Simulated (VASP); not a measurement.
# Te in VASP: a series of runs

Te is run at these levels: PBE; tasks: single point, relaxation of cell and atoms.

Everything below comes from runs of VASP 6.6.1. Logs are shortened: lines on timing, memory, paths and dates and some standing lists are left out, and cuts for length are marked.

## 1. The cell of the first run

The cell holds a slab with vacuum, 2 atoms: a = 2.826 Å, b = 2.826 Å, c = 9.808 Å, α = 90.00°, β = 90.00°, γ = 120.00°.

## 2. Single point, PBE

INCAR

```
SYSTEM = Te
ALGO = Normal ; EDIFF = 1E-6
ENCUT = 500 ; GGA = PE
GGA_COMPAT = .False. ; ISIF = 2
ISMEAR = 0 ; LASPH = .True.
LCHARG = .False. ; LREAL = .False.
LWAVE = .False. ; NBANDS = 13
NELM = 120 ; PREC = Accurate
SIGMA = 0.1
```

KPOINTS

```
k-points
0
Gamma
  6 6 2
  0 0 0
```

POSCAR

```
Te
1.0
    2.8262884400      0.0000000000      0.0000000000
   -1.4131442200      2.4476375900      0.0000000000
    0.0000000000      0.0000000000      9.8082490000
Te
2
Direct
    0.3333333300      0.6666666700      0.0000000000
    0.6666666700      0.3333333300      0.0000000000
```

Potentials or basis: VASP PAW PBE potentials, release 64 (Te).

Launch:

```bash
> cat potpaw_PBE.64/Te/POTCAR > POTCAR
> mpirun -np 1 vasp_std > vasp.out
```

OUTCAR:

```text
SYSTEM = Te
   EDIFF = 1E-6
   ENCUT = 500
   GGA = PE
   ISIF = 2
   ISMEAR = 0
   LASPH = .True.
   LREAL = .False.
   NELM = 120
   PREC = Accurate

 ion  position               nearest neighbor table
   1  0.333  0.667  0.000-   2 1.63   2 1.63   2 1.63   2 3.26   2 3.26   2 3.26
   2  0.667  0.333  0.000-   1 1.63   1 1.63   1 1.63   1 3.26   1 3.26   1 3.26

 -----------------------------------------------------------------------------
|                                                                             |
|           W    W    AA    RRRRR   N    N  II  N    N   GGGG   !!!           |
|           W    W   A  A   R    R  NN   N  II  NN   N  G    G  !!!           |
|           W    W  A    A  R    R  N N  N  II  N N  N  G       !!!           |
|           W WW W  AAAAAA  RRRRR   N  N N  II  N  N N  G  GGG   !            |
|           WW  WW  A    A  R   R   N   NN  II  N   NN  G    G                |
|           W    W  A    A  R    R  N    N  II  N    N   GGGG   !!!           |
|                                                                             |
|     The distance between some ions is very small. Please check the          |
|     nearest-neighbor list in the OUTCAR file.                               |
|     I HOPE YOU KNOW WHAT YOU ARE DOING!                                     |
|                                                                             |
 -----------------------------------------------------------------------------

  LATTYP: Found a hexagonal cell.
 ALAT       =     2.8262884400
 C/A-ratio  =     3.4703637680

  Lattice vectors:

 A1 = (   2.8262884400,   0.0000000000,   0.0000000000)
 A2 = (  -1.4131442200,   2.4476375900,   0.0000000000)
 A3 = (   0.0000000000,   0.0000000000,   9.8082490000)

Analysis of symmetry for initial positions (statically):
=====================================================================
 Subroutine PRICEL returns:
 Original cell was already a primitive cell.

 Routine SETGRP: Setting up the symmetry group for a
 hexagonal supercell.

 Subroutine GETGRP returns: Found 24 space group operations
 (whereof 24 operations were pure point group operations)
 out of a pool of 24 trial point group operations.

The static configuration has the point symmetry D_6h.

Analysis of symmetry for dynamics (positions and initial velocities):
=====================================================================
 Subroutine PRICEL returns:
 Original cell was already a primitive cell.

 Routine SETGRP: Setting up the symmetry group for a
 hexagonal supercell.

 Subroutine GETGRP returns: Found 24 space group operations
 (whereof 24 operations were pure point group operations)
 out of a pool of 24 trial point group operations.

The dynamic configuration has the point symmetry D_6h.

 Subroutine INISYM returns: Found 24 space group operations
 (whereof 24 operations are pure point group operations),
 and found     1 'primitive' translations

----------------------------------------------------------------------------------------

                                     Primitive cell

  volume of cell :      67.8508

  direct lattice vectors                    reciprocal lattice vectors
     2.826288440  0.000000000  0.000000000     0.353820928  0.204278608  0.000000000
    -1.413144220  2.447637590  0.000000000     0.000000000  0.408557216  0.000000000
     0.000000000  0.000000000  9.808249000     0.000000000  0.000000000  0.101954997

  length of vectors
     2.826288440  2.826288442  9.808249000     0.408557217  0.408557216  0.101954997

  position of ions in fractional coordinates (direct lattice)
     0.333333330  0.666666670  0.000000000
     0.666666670  0.333333330  0.000000000

  ion indices of the primitive-cell ions
   primitive index   ion index
                 1           1
                 2           2

----------------------------------------------------------------------------------------

 KPOINTS: k-points

Automatic generation of k-mesh.
 Grid dimensions read from file:
 generate k-points for:    6    6    2

 Generating k-lattice:

  Cartesian coordinates                     Fractional coordinates (reciprocal lattice)
     0.058970155  0.034046435  0.000000000     0.166666667  0.000000000  0.000000000
     0.000000000  0.068092869  0.000000000     0.000000000  0.166666667  0.000000000
     0.000000000  0.000000000  0.050977499     0.000000000  0.000000000  0.500000000

  Length of vectors
     0.068092869  0.068092869  0.050977499

  Shift w.r.t. Gamma in fractional coordinates (k-lattice)
     0.000000000  0.000000000  0.000000000

 Subroutine IBZKPT returns following result:
 ===========================================

 Found     14 irreducible k-points:

 Following reciprocal coordinates:
            Coordinates               Weight
  0.000000  0.000000  0.000000      1.000000
  0.166667 -0.000000  0.000000      6.000000
  0.333333  0.000000  0.000000      6.000000
  0.500000  0.000000  0.000000      3.000000
  0.166667  0.166667  0.000000      6.000000
  0.333333  0.166667  0.000000     12.000000
  0.333333  0.333333  0.000000      2.000000
  0.000000  0.000000  0.500000      1.000000
  0.166667 -0.000000  0.500000      6.000000
  0.333333  0.000000  0.500000      6.000000
  0.500000  0.000000  0.500000      3.000000
  0.166667  0.166667  0.500000      6.000000
  0.333333  0.166667  0.500000     12.000000
  0.333333  0.333333  0.500000      2.000000
   k-points           NKPTS =     14   k-points in BZ     NKDIM =     14   number of bands    NBANDS=     13
   number of dos      NEDOS =    301   number of ions     NIONS =      2
   total plane-waves  NPLWV =  41472
   dimension x,y,z NGX =    24 NGY =   24 NGZ =   72
   dimension x,y,z NGXF=    48 NGYF=   48 NGZF=  144
   ions per type =               2
   NGX,Y,Z   is equivalent  to a cutoff of  14.12, 14.12, 12.20 a.u.
   NGXF,Y,Z  is equivalent  to a cutoff of  28.23, 28.23, 24.41 a.u.
 SYSTEM =  Te
   PREC   = accura    normal or accurate (medium, high low for compatibility)
   ISTART =      0    job   : 0-new  1-cont  2-samecut
   ICHARG =      2    charge: 1-file 2-atom 10-const
   ISPIN  =      1    spin polarized calculation?
   LNONCOLLINEAR =      F non collinear calculations
   LSORBIT =      F    spin-orbit coupling
   LASPH  =      T    aspherical Exc in radial PAW
   ENCUT  =  500.0 eV  36.75 Ry    6.06 a.u.   5.15  5.15 17.88*2*pi/ulx,y,z
   NELM   =    120;   NELMIN=  2; NELMDL= -5     # of ELM steps
   EDIFF  = 0.1E-05   stopping-criterion for ELM
   LREAL  =      F    real-space projection
   EDIFFG = 0.1E-04   stopping-criterion for IOM
   NSW    =      0    number of steps for IOM
   IBRION =     -1    ionic relax: 0-MD 1-quasi-New 2-CG
   NFREE  =      0    steps in history (QN), initial steepest desc. (CG)
   ISIF   =      2    stress and relaxation
   ISYM   =      2    0-nonsym 1-usesym 2-fastsym
   POTIM  = 0.5000    time-step for ionic-motion
   TEBEG  =    0.0;   TEEND  =   0.0 temperature during run
   PSTRESS=    0.0 pullay stress
   NELECT =      12.0000    total number of electrons
   NUPDOWN=      -1.0000    fix difference up-down
   EMIN   =  10.00;   EMAX   =-10.00  energy-range for DOS
   EFERMI =   0.00;   METHOD = LEGACY
   ISMEAR =     0;   SIGMA  =   0.10  broadening in eV -4-tet -1-fermi 0-gaus
   EFERMI_NEDOS =   21; number of points for ismear=-14 and -15
   IALGO  =     38    algorithm
   IMIX   =      4    mixing-type and parameters
     AMIX     =   0.40;   BMIX     =  1.00
     AMIX_MAG =   1.60;   BMIX_MAG =  1.00
  volume/ion in A,a.u.               =      33.93       228.94
  Fermi-wavevector in a.u.,A,eV,Ry     =   0.918932  1.736530 11.489259  0.844437
  Thomas-Fermi vector in A             =   2.044070
   LORBIT       =      0    0 simple, 1 ext, 2 COOP (PROOUT), +10 PAW based schemes
   GGA     = PE    functional components
   LHFCALC =     F    Hartree Fock is set to
   AEXX    =    0.0000 exact exchange contribution
   IVDW    =     0    specifies the selected vdW correction
   LEPSILON=     F    determine dielectric tensor
   LRPA    =     F    only Hartree local field effects (RPA)
 non-spin polarized calculation
 Gauss-broadening in eV      SIGMA  =   0.10
  energy-cutoff  :      500.00
  volume of cell :       67.85
 maximum number of plane-waves:      1742
 NGX is ok and might be reduce to    24
   NGX = 11   NGY = 11   NGZ = 35

 number of electron      11.9999998 magnetization

 Free energy of the ion-electron system (eV)
  ---------------------------------------------------
  ext. energy  EPLUGINS =         0.00000000
  ---------------------------------------------------
  free energy    TOTEN  =        94.26096372 eV

  energy without entropy =       94.26524021  energy(sigma->0) =       94.26310196

 E-fermi :   7.0508     XC(G=0):  -6.4766

 val. band max:        6.9527416480   @ k =   0.1667  -0.0000   0.5000
 cond. band min:       7.1222861031   @ k =   0.0000   0.0000   0.5000
 fundamental gap:      0.1695444551
 Fermi energy:         7.0507930647

 k-point     1 :       0.0000    0.0000    0.0000
  band No.  band energies     occupation
      1     -21.9933      2.00000
      2      -9.5045      2.00000
      3       3.9329      2.00000
      4       4.8265      2.00000
      5       4.8265      2.00000
      6       6.3976      2.00000
      7       7.1224      0.31126
      8       7.1224      0.31126
      9       8.3394      0.00000
     10      10.5789      0.00000
     11      13.7088      0.00000
     12      14.4473      0.00000
     13      14.5980      0.00000

 k-point     2 :       0.1667   -0.0000    0.0000
  band No.  band energies     occupation
      1     -21.2339      2.00000
      2      -8.5077      2.00000
      3      -1.3960      2.00000
      4       0.6763      2.00000
      5       4.6448      2.00000
      6       6.9070      1.95806
      7       9.0265      0.00000
      8      10.0133      0.00000
      9      10.3864      0.00000
     10      10.5893      0.00000
     11      11.2708      0.00000
[... 179 lines left out ...]
 k-point    14 :       0.3333    0.3333    0.5000
  band No.  band energies     occupation
      1     -12.8930      2.00000
      2     -12.8930      2.00000
      3     -11.9404      2.00000
      4      -0.3889      2.00000
      5      -0.3889      2.00000
      6       4.7069      2.00000
      7      10.8404      0.00000
      8      10.8404      0.00000
      9      10.9395      0.00000
     10      14.7837      0.00000
     11      14.7837      0.00000
     12      16.1020      0.00000
     13      16.1901      0.00000

------------------------ aborting loop because EDIFF is reached ----------------------------------------

  FORCE on cell =-STRESS in cart. coord.  units (eV):
  Direction    XX          YY          ZZ          XY          YZ          ZX
  --------------------------------------------------------------------------------------
  -------------------------------------------------------------------------------------
  Total      277.2294799    277.2294804     -0.0208424      0.0000000     -0.0000000     -0.0000000
  in kB     6546.2850675   6546.2850811     -0.4921567      0.0000000     -0.0000000     -0.0000000
  external PRESSURE =    4364.0259973 kB  Pullay stress =       0.0000000 kB

 VOLUME and BASIS-vectors are now :
 -----------------------------------------------------------------------------
  energy-cutoff  :      500.00
  volume of cell :       67.85
      direct lattice vectors                 reciprocal lattice vectors
     2.826288440  0.000000000  0.000000000     0.353820928  0.204278608  0.000000000
    -1.413144220  2.447637590  0.000000000     0.000000000  0.408557216  0.000000000
     0.000000000  0.000000000  9.808249000     0.000000000  0.000000000  0.101954997

 POSITION                                       TOTAL-FORCE (eV/Angst)
 -----------------------------------------------------------------------------------
     -0.00000      1.63176      0.00000         0.000000      0.000000     -0.000000
      1.41314      0.81588      0.00000        -0.000000     -0.000000      0.000000
 -----------------------------------------------------------------------------------
    total drift:                               -0.000000      0.000000      0.000000

  FREE ENERGIE OF THE ION-ELECTRON SYSTEM (eV)
  ---------------------------------------------------
  free  energy   TOTEN  =        94.2609637165 eV

  energy  without entropy=       94.2652402052  energy(sigma->0) =       94.26310196
```

Wall time 16 s (1 thread of Intel Xeon Platinum 8375C at 2.90GHz (Ice Lake), shared host); peak memory 0.19 GiB.

What came out:

```yaml
Free_energy: 94.2610 eV
Band_gap_on_the_k_mesh: 0.17 eV (least direct gap 0.67 eV)
```

Caveat: the k points lie up to 0.43 Å⁻¹ apart; atoms lie so close that the PAW spheres overlap strongly, which falsifies energies and pressures; there is no dipole correction, which matters where the two faces differ; spin-orbit coupling is left out, which moves the levels of the heavy elements.

(Continued in part 2 of 2.)

The gap in the log of VASP goes by the Fermi energy; the results here count the filled bands.